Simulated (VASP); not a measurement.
# TiO2 (rutile type) (P4_2/mnm) in VASP: further runs, part 2 of 2

VASP 6.6.1. Earlier steps stand in the parts before.

## (3) Single point, PBE

INCAR reads:

```
  PREC = Accurate
  ENCUT = 520
  EDIFF = 1E-6
  ISMEAR = -1
  SIGMA = 0.08
  LREAL = False
  LASPH = True
  NELM = 60
  ALGO = Normal
  ISIF = 2
  LWAVE = False
  LCHARG = True
  GGA = PE
  LELF = True
  LVHAR = True
  NBANDS = 33
```

KPOINTS reads:

```
regular mesh
0
Gamma
  7 7 11
```

POSCAR reads:

```
TiO2
1.0
    4.4415765134      0.0000000000      0.0000000000
    0.0000000000      4.4415765134      0.0000000000
    0.0000000000      0.0000000000      2.8973097118
Ti O
2 4
Direct
    0.0000000000      0.0000000000      0.0000000000
    0.5000000000      0.5000000000      0.5000000000
    0.3020733598      0.3020733598      0.0000000000
    0.6979266402      0.6979266402      0.0000000000
    0.8020733598      0.1979266402      0.5000000000
    0.1979266402      0.8020733598      0.5000000000
```

Potentials or basis: VASP PAW PBE potentials, release 64 (Ti_sv, O).

Command:

```console
$ cat potpaw_PBE.64/Ti_sv/POTCAR potpaw_PBE.64/O/POTCAR > POTCAR
$ mpirun -np 1 vasp_std > vasp.out
```

OUTCAR:

```text
PREC = Accurate
   ENCUT = 520
   EDIFF = 1E-6
   ISMEAR = -1
   LREAL = False
   LASPH = True
   NELM = 60
   ISIF = 2
   GGA = PE

 ion  position               nearest neighbor table
   1  0.000  0.000  0.000-   3 1.90   4 1.90   5 1.91   6 1.91   5 1.91   6 1.91
   2  0.500  0.500  0.500-   5 1.90   6 1.90   3 1.91   4 1.91   3 1.91   4 1.91
   3  0.302  0.302  0.000-   1 1.90   2 1.91   2 1.91
   4  0.698  0.698  0.000-   1 1.90   2 1.91   2 1.91
   5  0.802  0.198  0.500-   2 1.90   1 1.91   1 1.91
   6  0.198  0.802  0.500-   2 1.90   1 1.91   1 1.91

  LATTYP: Found a simple tetragonal cell.
 ALAT       =     4.4415765134
 C/A-ratio  =     0.6523156143

  Lattice vectors:

 A1 = (   4.4415765134,   0.0000000000,   0.0000000000)
 A2 = (   0.0000000000,   4.4415765134,   0.0000000000)
 A3 = (   0.0000000000,   0.0000000000,   2.8973097118)

Analysis of symmetry for initial positions (statically):
=====================================================================
 Subroutine PRICEL returns:
 Original cell was already a primitive cell.

 Routine SETGRP: Setting up the symmetry group for a
[... 182 lines left out ...]
 fundamental gap:      1.9599540906
 Fermi energy:         6.8193225367

 k-point     1 :       0.0000    0.0000    0.0000
  band No.  band energies     occupation
      1     -50.8333      2.00000
      2     -50.8049      2.00000
      3     -27.2440      2.00000
      4     -27.2440      2.00000
      5     -27.0061      2.00000
      6     -27.0061      2.00000
[... 853 lines left out ...]
     32      11.8889      0.00000
     33      12.8207      0.00000

 [... further k-points ...]

------------------------ aborting loop because EDIFF is reached ----------------------------------------

  FORCE on cell =-STRESS in cart. coord.  units (eV):
  Direction    XX          YY          ZZ          XY          YZ          ZX
  --------------------------------------------------------------------------------------
  -------------------------------------------------------------------------------------
  Total       10.9708137     10.9708137     11.0415109     -0.0000000      0.0000000      0.0000000
  in kB      307.5248425    307.5248425    309.5065670     -0.0000000      0.0000000      0.0000000
  external PRESSURE =     308.1854174 kB  Pullay stress =       0.0000000 kB

 VOLUME and BASIS-vectors are now :
 -----------------------------------------------------------------------------
  energy-cutoff  :      520.00
  volume of cell :       57.16
      direct lattice vectors                 reciprocal lattice vectors
     4.441576513  0.000000000  0.000000000     0.225145283  0.000000000  0.000000000
     0.000000000  4.441576513  0.000000000     0.000000000  0.225145283  0.000000000
     0.000000000  0.000000000  2.897309712     0.000000000  0.000000000  0.345147775

 POSITION                                       TOTAL-FORCE (eV/Angst)
 -----------------------------------------------------------------------------------
      0.00000      0.00000      0.00000         0.000000      0.000000     -0.000000
      2.22079      2.22079      1.44865         0.000000      0.000000     -0.000000
      1.34168      1.34168      0.00000        -0.013392     -0.013392      0.000000
      3.09989      3.09989      0.00000         0.013392      0.013392     -0.000000
      3.56247      0.87911      1.44865        -0.013392      0.013392     -0.000000
      0.87911      3.56247      1.44865         0.013392     -0.013392      0.000000
 -----------------------------------------------------------------------------------
    total drift:                               -0.000000      0.000000      0.000000

  FREE ENERGIE OF THE ION-ELECTRON SYSTEM (eV)
  ---------------------------------------------------
  free  energy   TOTEN  =       -53.0706676390 eV

  energy  without entropy=      -53.0706672274  energy(sigma->0) =      -53.07066743
```

OSZICAR:

```text
N       E                     dE             d eps       ncg     rms          rms(c)
DAV:   1     0.661579120055E+03    0.66158E+03   -0.24387E+04  3960   0.175E+03
DAV:   2     0.282185823855E+02   -0.63336E+03   -0.58440E+03  4279   0.521E+02
DAV:   3    -0.649043918004E+02   -0.93123E+02   -0.90892E+02  5368   0.192E+02
DAV:   4    -0.697051421329E+02   -0.48008E+01   -0.47898E+01  5661   0.409E+01
DAV:   5    -0.698691542297E+02   -0.16401E+00   -0.16399E+00  5278   0.647E+00    0.349E+01
DAV:   6    -0.529892582991E+02    0.16880E+02   -0.68693E+01  5312   0.920E+01    0.102E+01
DAV:   7    -0.531760727520E+02   -0.18681E+00   -0.11007E+01  4862   0.294E+01    0.103E+01
DAV:   8    -0.530432784982E+02    0.13279E+00   -0.51423E-01  5234   0.743E+00    0.579E+00
DAV:   9    -0.531103563032E+02   -0.67078E-01   -0.49841E-01  5145   0.698E+00    0.234E+00
DAV:  10    -0.530740389249E+02    0.36317E-01   -0.13267E-01  4823   0.462E+00    0.718E-01
DAV:  11    -0.530708248097E+02    0.32141E-02   -0.18001E-02  5584   0.101E+00    0.775E-02
DAV:  12    -0.530707627845E+02    0.62025E-04   -0.37677E-04  4752   0.140E-01    0.784E-02
DAV:  13    -0.530706658361E+02    0.96948E-04   -0.26707E-04  4913   0.226E-01    0.114E-02
DAV:  14    -0.530706672595E+02   -0.14234E-05   -0.23468E-05  5148   0.399E-02    0.491E-03
DAV:  15    -0.530706676390E+02   -0.37946E-06   -0.29091E-06  3843   0.112E-02
   1 F= -.53070668E+02 E0= -.53070667E+02  d E =-.411569E-06
```

Wall time 2.3 min (1 thread of AMD EPYC 7R43 (Zen 3), shared host); peak memory 0.19 GiB.

Results:

```
Free energy            : -53.0707 eV
Pressure               : 30.8 GPa
Largest force          : 0.019 eV/Å
Band gap on the k mesh : 1.96 eV, direct
```

Forces in eV/Å, atoms in the order of the input:
```
Ti   0.000  0.000  0.000
Ti   0.000  0.000  0.000
O   -0.013 -0.013  0.000
O    0.013  0.013  0.000
O   -0.013  0.013  0.000
O    0.013 -0.013  0.000
```

## (4) Single point, PBE

This run uses another cell than the first one, of 10.65 Å³/atom, 1.118 times its volume.

INCAR reads:

```
SYSTEM = TiO2
PREC     = Accurate       ! precision mode
ENCUT    = 520            ! plane-wave cutoff, eV
EDIFF    = 1E-6           ! SCF threshold, eV
ISMEAR   = -1             ! smearing method
SIGMA    = 0.08           ! smearing width, eV
LREAL    = .FALSE.        ! projectors in reciprocal space
LASPH    = .TRUE.         ! aspherical terms in the spheres
NELM     = 100            ! most SCF steps
ALGO     = Normal         ! electronic algorithm
ISIF     = 2              ! what is computed and relaxed
LWAVE    = .FALSE.        ! write WAVECAR
LCHARG   = .TRUE.         ! write CHGCAR
GGA      = PE             ! functional
LELF     = .TRUE.         ! ELF
LVHAR    = .TRUE.       
NBANDS   = 33             ! bands
```

KPOINTS reads:

```
regular mesh
0
G
  7 7 11
  0 0 0
```

POSCAR reads:

```
TiO2
1.0
    4.6431724632      0.0000000000      0.0000000000
    0.0000000000      4.6431724632      0.0000000000
    0.0000000000      0.0000000000      2.9639873949
Ti O
2 4
Direct
    0.0000000000      0.0000000000      0.0000000000
    0.5000000000      0.5000000000      0.5000000000
    0.3051264454      0.3051264454      0.0000000000
    0.6948735546      0.6948735546      0.0000000000
    0.8051264454      0.1948735546      0.5000000000
    0.1948735546      0.8051264454      0.5000000000
```

Command:

```console
$ cat potpaw_PBE.64/Ti_sv/POTCAR potpaw_PBE.64/O/POTCAR > POTCAR
$ mpirun -np 1 vasp_std > vasp.out
```

Run time: 2.6 min. Hardware: 1 thread of AMD EPYC 7R43 (Zen 3), shared host; peak memory 0.19 GiB.

The run converged. Its results:

```yaml
Free_energy: -53.6762 eV
Pressure: 0.7 GPa
Largest_force: 0.028 eV/Å
Band_gap_on_the_k_mesh: 1.83 eV, direct
```

Forces in eV/Å, atoms in the order of the input:
```
Ti   0.000  0.000  0.000
Ti   0.000  0.000  0.000
O   -0.020 -0.020  0.000
O    0.020  0.020  0.000
O   -0.020  0.020  0.000
O    0.020 -0.020  0.000
```

Stress tensor (GPa, compression positive):
```
0.58 0.00 0.00
0.00 0.58 0.00
0.00 0.00 0.88
```

Levels at points of the mesh, in eV from the valence-band top:
| k point | band 22 | band 23 | band 24 | band 25 | band 26 | band 27 |
| --- | --- | --- | --- | --- | --- | --- |
| (0.00, 0.00, 0.00) | -0.43 | -0.43 | 0.00 | 1.83 | 2.12 | 2.39 |
